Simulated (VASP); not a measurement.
# C (P6_3/mmc) in VASP: further runs

Runs on C. Level: PBE. Tasks: relaxation of shape and atoms at fixed volume.

Everything below comes from runs of VASP 6.6.1. Logs are shortened: lines on timing, memory, paths and dates and some standing lists are left out, and cuts for length are marked.

**1. The cell of the first run**

It takes space group P6_3/mmc (No. 194, hexagonal). The conventional cell has a = 2.545 Å, b = 2.545 Å, c = 12.552 Å, α = 90.00°, β = 90.00°, γ = 120.00°. Within 2.1 Å of C (site symmetry 3m) lie 4 C at 1.56 to 1.59 Å. C (site symmetry 3m) has 4 C at 1.56 Å within 2.1 Å. C (site symmetry 3m) has 4 C at 1.56 Å within 2.1 Å.

**2. Relaxation of shape and atoms at fixed volume, PBE**

The input, INCAR:

```
SYSTEM = C
  ALGO = Normal
  EDIFF = 1E-7
  EDIFFG = -0.01
  ENCUT = 600
  GGA = PE
  IBRION = 2
  ISIF = 4
  ISMEAR = 0
  LASPH = .True.
  LCHARG = .False.
  LREAL = .False.
  LWAVE = .False.
  NELECT = 49.0
  NELM = 100
  NSW = 50
  PREC = Accurate
  SIGMA = 0.02
```

The input, KPOINTS:

```
k-points
0
Gamma
  12 12 2
  0 0 0
```

The input, POSCAR:

```
C
1.0
    2.5454329574      0.0000000000      0.0000000000
   -1.2727164787      2.2044096047      0.0000000000
    0.0000000000      0.0000000000     12.5519880633
C
12
Direct
    0.0000000000      0.0000000000      0.1868577048
    0.0000000000      0.0000000000      0.6868577048
    0.0000000000      0.0000000000      0.3131422952
    0.0000000000      0.0000000000      0.8131422952
    0.3333333333      0.6666666667      0.5207667974
    0.6666666667      0.3333333333      0.0207667974
    0.3333333333      0.6666666667      0.9792332026
    0.6666666667      0.3333333333      0.4792332026
    0.3333333333      0.6666666667      0.6450902117
    0.6666666667      0.3333333333      0.1450902117
    0.3333333333      0.6666666667      0.8549097883
    0.6666666667      0.3333333333      0.3549097883
```

Potentials or basis: VASP PAW PBE potentials, release 64 (C).

Launch:

```sh
cat potpaw_PBE.64/C/POTCAR > POTCAR
mpirun -np 1 vasp_std > vasp.out
```

OUTCAR:

```text
SYSTEM = C
   EDIFF = 1E-7
   EDIFFG = -0.01
   ENCUT = 600
   GGA = PE
   IBRION = 2
   ISIF = 4
   ISMEAR = 0
   LASPH = .True.
   LREAL = .False.
   NELECT = 49.0
   NELM = 100
   NSW = 50
   PREC = Accurate

 ion  position               nearest neighbor table
   1  0.000  0.000  0.187-  10 1.56  10 1.56  10 1.56   3 1.59
   2  0.000  0.000  0.687-   9 1.56   9 1.56   9 1.56   4 1.59
   3  0.000  0.000  0.313-  12 1.56  12 1.56  12 1.56   1 1.59
   4  0.000  0.000  0.813-  11 1.56  11 1.56  11 1.56   2 1.59
   5  0.333  0.667  0.521-   8 1.56   8 1.56   8 1.56   9 1.56
   6  0.667  0.333  0.021-   7 1.56   7 1.56   7 1.56  10 1.56
   7  0.333  0.667  0.979-   6 1.56   6 1.56   6 1.56  11 1.56
   8  0.667  0.333  0.479-   5 1.56   5 1.56   5 1.56  12 1.56
   9  0.333  0.667  0.645-   2 1.56   2 1.56   2 1.56   5 1.56
  10  0.667  0.333  0.145-   1 1.56   1 1.56   1 1.56   6 1.56
  11  0.333  0.667  0.855-   4 1.56   4 1.56   4 1.56   7 1.56
  12  0.667  0.333  0.355-   3 1.56   3 1.56   3 1.56   8 1.56

  LATTYP: Found a hexagonal cell.
 ALAT       =     2.5454329574
 C/A-ratio  =     4.9311799892

  Lattice vectors:

 A1 = (   2.5454329574,   0.0000000000,   0.0000000000)
 A2 = (  -1.2727164787,   2.2044096047,   0.0000000000)
 A3 = (   0.0000000000,   0.0000000000,  12.5519880633)

Analysis of symmetry for initial positions (statically):
=====================================================================
 Subroutine PRICEL returns:
 Original cell was already a primitive cell.

 Routine SETGRP: Setting up the symmetry group for a
 hexagonal supercell.

 Subroutine GETGRP returns: Found 24 space group operations
 (whereof 12 operations were pure point group operations)
 out of a pool of 24 trial point group operations.

The static configuration has the point symmetry D_3d.
 The point group associated with its full space group is D_6h.

Analysis of symmetry for dynamics (positions and initial velocities):
=====================================================================
 Subroutine PRICEL returns:
 Original cell was already a primitive cell.

 Routine SETGRP: Setting up the symmetry group for a
 hexagonal supercell.

 Subroutine GETGRP returns: Found 24 space group operations
 (whereof 12 operations were pure point group operations)
 out of a pool of 24 trial point group operations.

The dynamic configuration has the point symmetry D_3d.
 The point group associated with its full space group is D_6h.

 Subroutine INISYM returns: Found 24 space group operations
 (whereof 12 operations are pure point group operations),
 and found     1 'primitive' translations

----------------------------------------------------------------------------------------

                                     Primitive cell

  volume of cell :      70.4314

  direct lattice vectors                    reciprocal lattice vectors
     2.545432957  0.000000000  0.000000000     0.392860475  0.226818101  0.000000000
    -1.272716479  2.204409605  0.000000000     0.000000000  0.453636202  0.000000000
     0.000000000  0.000000000 12.551988063     0.000000000  0.000000000  0.079668654

  length of vectors
     2.545432957  2.545432957 12.551988063     0.453636202  0.453636202  0.079668654

  position of ions in fractional coordinates (direct lattice)
     0.000000000  0.000000000  0.186857705
     0.000000000  0.000000000  0.686857705
     0.000000000  0.000000000  0.313142295
     0.000000000  0.000000000  0.813142295
     0.333333333  0.666666667  0.520766797
     0.666666667  0.333333333  0.020766797
     0.333333333  0.666666667  0.979233203
     0.666666667  0.333333333  0.479233203
     0.333333333  0.666666667  0.645090212
     0.666666667  0.333333333  0.145090212
     0.333333333  0.666666667  0.854909788
     0.666666667  0.333333333  0.354909788

  ion indices of the primitive-cell ions
   primitive index   ion index
                 1           1
                 2           2
                 3           3
                 4           4
                 5           5
                 6           6
                 7           7
                 8           8
                 9           9
                10          10
                11          11
                12          12

----------------------------------------------------------------------------------------

 KPOINTS: k-points

Automatic generation of k-mesh.
 Grid dimensions read from file:
 generate k-points for:   12   12    2

 Generating k-lattice:

  Cartesian coordinates                     Fractional coordinates (reciprocal lattice)
     0.032738373  0.018901508  0.000000000     0.083333333  0.000000000  0.000000000
     0.000000000  0.037803017  0.000000000     0.000000000  0.083333333  0.000000000
     0.000000000  0.000000000  0.039834327     0.000000000  0.000000000  0.500000000

  Length of vectors
     0.037803017  0.037803017  0.039834327

  Shift w.r.t. Gamma in fractional coordinates (k-lattice)
     0.000000000  0.000000000  0.000000000

 Subroutine IBZKPT returns following result:
 ===========================================

 Found     38 irreducible k-points:

 Following reciprocal coordinates:
            Coordinates               Weight
  0.000000  0.000000  0.000000      1.000000
  0.083333  0.000000  0.000000      6.000000
  0.166667  0.000000  0.000000      6.000000
  0.250000  0.000000  0.000000      6.000000
  0.333333  0.000000  0.000000      6.000000
  0.416667  0.000000  0.000000      6.000000
[... 16 lines left out ...]
  0.250000  0.000000  0.500000      6.000000
  0.333333  0.000000  0.500000      6.000000
 [... further k-points ...]
   k-points           NKPTS =     38   k-points in BZ     NKDIM =     38   number of bands    NBANDS=     31
   number of dos      NEDOS =    301   number of ions     NIONS =     12
   total plane-waves  NPLWV =  40000
   dimension x,y,z NGX =    20 NGY =   20 NGZ =  100
   dimension x,y,z NGXF=    40 NGYF=   40 NGZF=  200
   ions per type =              12
   NGX,Y,Z   is equivalent  to a cutoff of  13.06, 13.06, 13.24 a.u.
   NGXF,Y,Z  is equivalent  to a cutoff of  26.12, 26.12, 26.49 a.u.
 SYSTEM =  C
   PREC   = accura    normal or accurate (medium, high low for compatibility)
   ISTART =      0    job   : 0-new  1-cont  2-samecut
   ICHARG =      2    charge: 1-file 2-atom 10-const
   ISPIN  =      1    spin polarized calculation?
   LNONCOLLINEAR =      F non collinear calculations
   LSORBIT =      F    spin-orbit coupling
   LASPH  =      T    aspherical Exc in radial PAW
   ENCUT  =  600.0 eV  44.10 Ry    6.64 a.u.   5.08  5.08 25.07*2*pi/ulx,y,z
   NELM   =    100;   NELMIN=  2; NELMDL= -5     # of ELM steps
   EDIFF  = 0.1E-06   stopping-criterion for ELM
   LREAL  =      F    real-space projection
   EDIFFG = -.1E-01   stopping-criterion for IOM
   NSW    =     50    number of steps for IOM
   IBRION =      2    ionic relax: 0-MD 1-quasi-New 2-CG
   NFREE  =      1    steps in history (QN), initial steepest desc. (CG)
   ISIF   =      4    stress and relaxation
   ISYM   =      2    0-nonsym 1-usesym 2-fastsym
   POTIM  = 0.5000    time-step for ionic-motion
   TEBEG  =    0.0;   TEEND  =   0.0 temperature during run
   PSTRESS=    0.0 pullay stress
   NELECT =      49.0000    total number of electrons
   NUPDOWN=      -1.0000    fix difference up-down
   EMIN   =  10.00;   EMAX   =-10.00  energy-range for DOS
   EFERMI =   0.00;   METHOD = LEGACY
   ISMEAR =     0;   SIGMA  =   0.02  broadening in eV -4-tet -1-fermi 0-gaus
   EFERMI_NEDOS =   21; number of points for ismear=-14 and -15
   IALGO  =     38    algorithm
   IMIX   =      4    mixing-type and parameters
     AMIX     =   0.40;   BMIX     =  1.00
     AMIX_MAG =   1.60;   BMIX_MAG =  1.00
  volume/ion in A,a.u.               =       5.87        39.61
  Fermi-wavevector in a.u.,A,eV,Ry     =   1.450612  2.741260 28.630415  2.104276
  Thomas-Fermi vector in A             =   2.568204
   LORBIT       =      0    0 simple, 1 ext, 2 COOP (PROOUT), +10 PAW based schemes
   GGA     = PE    functional components
   LHFCALC =     F    Hartree Fock is set to
   AEXX    =    0.0000 exact exchange contribution
   IVDW    =     0    specifies the selected vdW correction
   LEPSILON=     F    determine dielectric tensor
   LRPA    =     F    only Hartree local field effects (RPA)
 conjugate gradient relaxation of ions
 non-spin polarized calculation
 Gauss-broadening in eV      SIGMA  =   0.02
  energy-cutoff  :      600.00
  volume of cell :       70.43
 maximum number of plane-waves:      2377
   NGX = 11   NGY = 11   NGZ = 51

--------------------------------------- Ionic step        1  -------------------------------------------

 number of electron      49.0000002 magnetization

 Free energy of the ion-electron system (eV)
  ---------------------------------------------------
  ext. energy  EPLUGINS =         0.00000000
  ---------------------------------------------------
  free energy    TOTEN  =       -94.85228866 eV

  energy without entropy =      -94.85107976  energy(sigma->0) =      -94.85168421

------------------------ aborting loop because EDIFF is reached ----------------------------------------

  FORCE on cell =-STRESS in cart. coord.  units (eV):
  Direction    XX          YY          ZZ          XY          YZ          ZX
  --------------------------------------------------------------------------------------
  -------------------------------------------------------------------------------------
  Total       13.9675761     13.9675761      6.9263427      0.0000000      0.0000000     -0.0000000
  in kB      317.7350697    317.7350697    157.5607659      0.0000000      0.0000000     -0.0000000
  external PRESSURE =     264.3436351 kB  Pullay stress =       0.0000000 kB
[... 261 lines left out ...]
  energy  without entropy=      -94.9128619623  energy(sigma->0) =      -94.91332471

--------------------------------------- Ionic step        7  -------------------------------------------

 number of electron      49.0000002 magnetization

 Free energy of the ion-electron system (eV)
  ---------------------------------------------------
  ext. energy  EPLUGINS =         0.00000000
  ---------------------------------------------------
  free energy    TOTEN  =       -94.91379274 eV

  energy without entropy =      -94.91286504  energy(sigma->0) =      -94.91332889

 E-fermi :  14.3102     XC(G=0): -13.2295

 val. band max:       14.3058851780   @ k =   0.3333   0.0833   0.5000
 cond. band min:      14.3402953773   @ k =   0.3333   0.0000   0.0000
 fundamental gap:      0.0344101993
 Fermi energy:        14.3102080297

 k-point     1 :       0.0000    0.0000    0.0000
  band No.  band energies     occupation
      1     -11.8871      2.00000
      2     -11.1495      2.00000
      3     -11.0874      2.00000
      4      -8.8775      2.00000
      5      -8.8434      2.00000
      6      -6.0333      2.00000
[... 805 lines left out ...]
     30      16.7321      0.00000
     31      17.2645      0.00000

 [... further k-points ...]

------------------------ aborting loop because EDIFF is reached ----------------------------------------

  FORCE on cell =-STRESS in cart. coord.  units (eV):
  Direction    XX          YY          ZZ          XY          YZ          ZX
  --------------------------------------------------------------------------------------
  -------------------------------------------------------------------------------------
  Total       11.6146502     11.6146502     11.5802738      0.0000000      0.0000000      0.0000000
  in kB      264.2106023    264.2106023    263.4286077      0.0000000      0.0000000      0.0000000
  external PRESSURE =     263.9499374 kB  Pullay stress =       0.0000000 kB
[... 27 lines left out ...]
  FREE ENERGIE OF THE ION-ELECTRON SYSTEM (eV)
  ---------------------------------------------------
  free  energy   TOTEN  =       -94.9137927440 eV

  energy  without entropy=      -94.9128650428  energy(sigma->0) =      -94.91332889

 reached required accuracy - stopping structural energy minimisation
```

Wall time 12 min (1 thread of Intel Xeon 8259CL, shared host); peak memory 0.23 GiB.

Results:

```
Free energy                  : -94.9138 eV
Energy gained by relaxing    : 5.1 meV/atom
Ionic steps                  : 7
Largest force after relaxing : 0.007 eV/Å
```

Forces on the atoms (eV/Å):
```
C    0.000  0.000  0.005
C    0.000  0.000  0.005
C    0.000  0.000 -0.005
C    0.000  0.000 -0.005
C    0.000  0.000  0.003
C    0.000  0.000  0.003
C    0.000  0.000 -0.003
C    0.000  0.000 -0.003
C    0.000  0.000 -0.007
C    0.000  0.000 -0.007
C    0.000  0.000  0.007
C    0.000  0.000  0.007
```

The path:
| step | energy change (eV) | largest force (eV/Å) | pressure (GPa) | volume (Å³) |
| --- | --- | --- | --- | --- |
| 1 | 0.0000 | 0.3664 | 26.43 | 70.43 |
| 2 | -0.0278 | 0.7612 | 26.63 | 70.43 |
| 3 | -0.0551 | 0.2491 | 26.41 | 70.43 |
| 4 | -0.0527 | 0.3071 | 26.42 | 70.43 |
| 5 | -0.0614 | 0.0293 | 26.40 | 70.43 |
| 6 | -0.0615 | 0.0131 | 26.39 | 70.43 |
| 7 | -0.0615 | 0.0068 | 26.39 | 70.43 |

Final structure:
```xyz
12
Lattice="2.5638 0.0000 0.0000 -1.2819 2.2203 0.0000 0.0000 0.0000 12.3728" Properties=species:S:1:pos:R:3 pbc="T T T"
C     0.0000    0.0000    2.3175
C     0.0000    0.0000    8.5039
C     0.0000    0.0000    3.8689
C     0.0000    0.0000   10.0553
C     0.0000    1.4802    6.4390
C     1.2819    0.7401    0.2526
C     0.0000    1.4802   12.1202
C     1.2819    0.7401    5.9338
C     0.0000    1.4802    7.9875
C     1.2819    0.7401    1.8011
C     0.0000    1.4802   10.5717
C     1.2819    0.7401    4.3853
```

Levels at points of the mesh, in eV from the Fermi level:
| k point | band 22 | band 23 | band 24 | band 25 | band 26 | band 27 |
| --- | --- | --- | --- | --- | --- | --- |
| (0.00, 0.00, 0.00) | -5.14 | -5.02 | -5.02 | 0.05 | 0.05 | 0.79 |
| (0.50, 0.00, 0.00) | -8.93 | -8.51 | -7.76 | -0.86 | -0.22 | -0.14 |
| (0.00, 0.00, 0.50) | -5.36 | -5.36 | -5.36 | 0.45 | 0.45 | 0.45 |
| (0.50, 0.00, 0.50) | -8.63 | -8.12 | -8.12 | -0.68 | -0.68 | 0.64 |

Caveat: the cell carries a net charge on a neutralising background, which shifts energy and pressure; the cell is charged against a uniform background, so pressure and absolute levels hang on convention.

**3. Relaxation of shape and atoms at fixed volume, PBE (5.01 Å³/atom)**

This run uses another cell than the first one, of 5.01 Å³/atom.

The input, INCAR:

```
PREC = Accurate ; ENCUT = 600
EDIFF = 1E-6 ; ISMEAR = 0
SIGMA = 0.02 ; LREAL = F
LASPH = T ; NELM = 60
ALGO = Normal ; ISIF = 4
LWAVE = F ; LCHARG = F
GGA = PE ; IBRION = 2
NSW = 50 ; EDIFFG = -0.01
```

The input, KPOINTS:

```
regular mesh
0
Gamma
  12 12 2
```

The input, POSCAR:

```
C
1.0
    2.4151192889      0.0000000000      0.0000000000
   -1.2075596444      2.0915546573      0.0000000000
    0.0000000000      0.0000000000     11.9125330290
C
12
Direct
    0.0000000000      0.0000000000      0.1869518842
    0.0000000000      0.0000000000      0.6869518842
    0.0000000000      0.0000000000      0.3130481158
    0.0000000000      0.0000000000      0.8130481158
    0.3333333333      0.6666666667      0.5207833776
    0.6666666667      0.3333333333      0.0207833776
    0.3333333333      0.6666666667      0.9792166224
    0.6666666667      0.3333333333      0.4792166224
    0.3333333333      0.6666666667      0.6450741249
    0.6666666667      0.3333333333      0.1450741249
    0.3333333333      0.6666666667      0.8549258751
    0.6666666667      0.3333333333      0.3549258751
```

Potentials or basis: VASP PAW PBE potentials, release 64 (C).

Launch:

```sh
cat potpaw_PBE.64/C/POTCAR > POTCAR
mpirun -np 1 vasp_std > vasp.out
```

It took 4.2 min on 1 thread of Intel Xeon 8259CL, shared host; peak memory 0.21 GiB.

The run converged. Its results:

```yaml
Free_energy: -107.3978 eV
Energy_gained_by_relaxing: 0.0 meV/atom
Ionic_steps: 3
Pressure_after_relaxing: 70.4 GPa
Largest_force_after_relaxing: 0.004 eV/Å
Band_gap_on_the_k_mesh: 4.76 eV (least direct gap 5.66 eV)
```

Forces on the atoms (eV/Å):
```
C    0.000  0.000  0.001
C    0.000  0.000  0.001
C    0.000  0.000 -0.001
C    0.000  0.000 -0.001
C    0.000  0.000  0.000
C    0.000  0.000  0.000
C    0.000  0.000  0.000
C    0.000  0.000  0.000
C    0.000  0.000  0.004
C    0.000  0.000  0.004
C    0.000  0.000 -0.004
C    0.000  0.000 -0.004
```

Stress tensor (GPa, compression positive):
```
70.30  0.00  0.00
 0.00 70.30  0.00
 0.00  0.00 70.46
```

Final structure:
```cif
data_structure
_symmetry_space_group_name_H-M 'P 1'
_symmetry_Int_Tables_number 1
_cell_length_a 2.4151
_cell_length_b 2.4151
_cell_length_c 11.9129
_cell_angle_alpha 90.000
_cell_angle_beta 90.000
_cell_angle_gamma 120.000
_cell_volume 60.17
loop_
_atom_site_label
_atom_site_type_symbol
_atom_site_fract_x
_atom_site_fract_y
_atom_site_fract_z
_atom_site_occupancy
C1 C 0.00000 0.00000 0.18698 1
C2 C 0.00000 0.00000 0.68698 1
C3 C 0.00000 0.00000 0.31302 1
C4 C 0.00000 0.00000 0.81302 1
C5 C 0.33333 0.66667 0.52079 1
C6 C 0.66667 0.33333 0.02079 1
C7 C 0.33333 0.66667 0.97921 1
C8 C 0.66667 0.33333 0.47921 1
C9 C 0.33333 0.66667 0.64506 1
C10 C 0.66667 0.33333 0.14506 1
C11 C 0.33333 0.66667 0.85494 1
C12 C 0.66667 0.33333 0.35494 1
```

Levels at points of the mesh, in eV from the valence-band top:
```tsv
k point	band 22	band 23	band 24	band 25	band 26	band 27
(0.00, 0.00, 0.00)	-0.22	0.00	0.00	5.66	5.66	5.84
(0.50, 0.00, 0.00)	-4.55	-4.10	-3.27	4.89	5.50	5.55
(0.00, 0.00, 0.50)	-0.37	-0.37	-0.37	6.10	6.10	6.10
(0.50, 0.00, 0.50)	-4.25	-3.66	-3.66	5.06	5.06	6.21
```

A k mesh can miss the band edges.

[end of part 1 of 2]
